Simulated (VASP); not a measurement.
A run of VASP 6.6.1 is set up as follows.

Contents of INCAR:

```
PREC = Accurate ; ENCUT = 600
EDIFF = 1E-6 ; ISMEAR = 0
SIGMA = 0.1 ; LREAL = False
LASPH = True ; NELM = 80
ALGO = Normal ; ISIF = 3
LWAVE = False ; LCHARG = False
GGA = RP ; IVDW = 12
IBRION = 2 ; NSW = 80
EDIFFG = -0.01
```

Contents of KPOINTS:

```
regular mesh
0
Gamma
  10 10 10
```

File POSCAR:

```
Sc
1.0
    3.2469760000      0.0604560000     -0.0060270000
    1.5769250000      2.7993070000      0.0051170000
    1.5832290000      0.9393210000      2.7074480000
Sc
1
Direct
   -0.0194200000      0.0120300000      0.0027800000
```

Potentials or basis: VASP PAW PBE potentials, release 64 (Sc_sv).

Run with:

```bash
$ cat potpaw_PBE.64/Sc_sv/POTCAR > POTCAR
$ mpirun -np 1 vasp_std > vasp.out
```

Question: What does it give for the relaxed cell?

Answer: a = 2.897 Å, b = 2.897 Å, c = 2.898 Å, α = 60.03°, β = 60.02°, γ = 59.98°.

Question: Estimate the space group after relaxing (to 0.1 Å).

Answer: Fm-3m (No. 225).

Question: Estimate the band gap on the k mesh.

Answer: Zero (an odd number of electrons rules out a gap without spin polarisation).

Question: What does it give for the dispersion energy per atom?

Answer: -3.504 eV.

The path:
| step | energy change (eV) | largest force (eV/Å) | pressure (GPa) | volume (Å³) |
| --- | --- | --- | --- | --- |
| 1 | 0.0000 | 0.0000 | -18.58 | 24.35 |
| 2 | -0.4882 | 0.0000 | 9.67 | 15.69 |
| 3 | -0.5308 | 0.0000 | 0.39 | 17.14 |
| 4 | -0.5307 | 0.0000 | -0.29 | 17.27 |
| 5 | -0.5323 | 0.0000 | -0.32 | 17.27 |
| 6 | -0.5323 | 0.0000 | -0.32 | 17.27 |
| 7 | -0.5324 | 0.0000 | 0.14 | 17.18 |
| 8 | -0.5324 | 0.0000 | 0.09 | 17.20 |
| 9 | -0.5324 | 0.0000 | 0.05 | 17.20 |
| 10 | -0.5325 | 0.0000 | 0.02 | 17.21 |
| 11 | -0.5325 | 0.0000 | 0.02 | 17.20 |

Caveat: the cell differs from its parent crystal (the cell strained at random); the volume moved by over 15 % at a fixed basis, so the end points are rough; the PAW data sets were made with another functional, which shifts forces and pressure a little.
